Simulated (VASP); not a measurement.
Wanted: the native input for a VASP 6.6.1 run.

```yaml
Task: relaxation of cell and atoms
Functional: PBEsol
Potentials_or_basis: VASP PAW PBE potentials, release 64 (Fe, O)
Cutoff: 600 eV
k_mesh: 11 × 11 × 11
Occupations: fermi-dirac, width 0.05 eV
Spin: collinear spin, ferromagnetic start
Starting_moments: "[3.0, 0.0] μB"
Target_pressure: 5 GPa
Dipole_correction: no
Further_INCAR_settings: ALGO = Normal; EDIFF = 1e-07; IBRION = 2; EDIFFG = -0.005; NSW = 80; ISIF = 3
```

The structure of FeO (Wuestite) lies in POSCAR:

```
FeO
1.0
    0.0000000000      2.1554000000      2.1554000000
    2.1554000000      0.0000000000      2.1554000000
    2.1554000000      2.1554000000      0.0000000000
Fe O
1 1
Direct
    0.0000000000      0.0000000000      0.0000000000
    0.5000000000      0.5000000000      0.5000000000
```

These files were run (other wordings do the same):

INCAR

```
SYSTEM = FeO
ALGO = Normal
EDIFF = 1E-7
EDIFFG = -0.005
ENCUT = 600
GGA = PS
IBRION = 2
ISIF = 3
ISMEAR = -1
ISPIN = 2
LASPH = .True.
LCHARG = .False.
LMAXMIX = 4
LORBIT = 11
LREAL = .False.
LWAVE = .False.
MAGMOM = 3 0
NELM = 150
NSW = 80
PREC = Accurate
PSTRESS = 50.0
SIGMA = 0.05
```

KPOINTS

```
k-points
0
Gamma
  11 11 11
  0 0 0
```

Potentials or basis: VASP PAW PBE potentials, release 64 (Fe, O).

Launch:

```console
$ cat potpaw_PBE.64/Fe/POTCAR potpaw_PBE.64/O/POTCAR > POTCAR
$ mpirun -np 1 vasp_std > vasp.out
```

It gave:

```
Relaxed volume                                         : 9.37 Å³/atom
Relaxed cell                                           : a = 2.981 Å, b = 2.981 Å, c = 2.981 Å, α = 60.00°, β = 60.00°, γ = 60.00°
Space group after relaxing (to 0.05 Å)                 : Fm-3m (No. 225)
Energy change on relaxing (the enthalpy is what falls) : -8.7 meV/atom
Ionic steps                                            : 3
Pressure after relaxing                                : 4.9 GPa
Band gap on the k mesh                                 : zero (filled and empty bands overlap)
Net moment                                             : 3.99 μB per cell
Site moments                                           : Fe +3.60; O +0.32 μB
Valence electrons inside the program's atomic spheres  : Fe 6.86; O 5.00
```

Caveat: the cell is relaxed towards a set pressure, so the enthalpy falls and the energy may rise; the PAW data sets were made with another functional, which shifts forces and pressure a little; a cell with one magnetic atom can't hold antiferromagnetic order, which such compounds often take; semilocal functionals often make such compounds metallic where correlation or magnetic order opens a gap, which also shifts bond lengths.

Wall time 3.6 min on 1 thread of AMD EPYC 7R13 (shared host), peak memory 0.14 GiB.
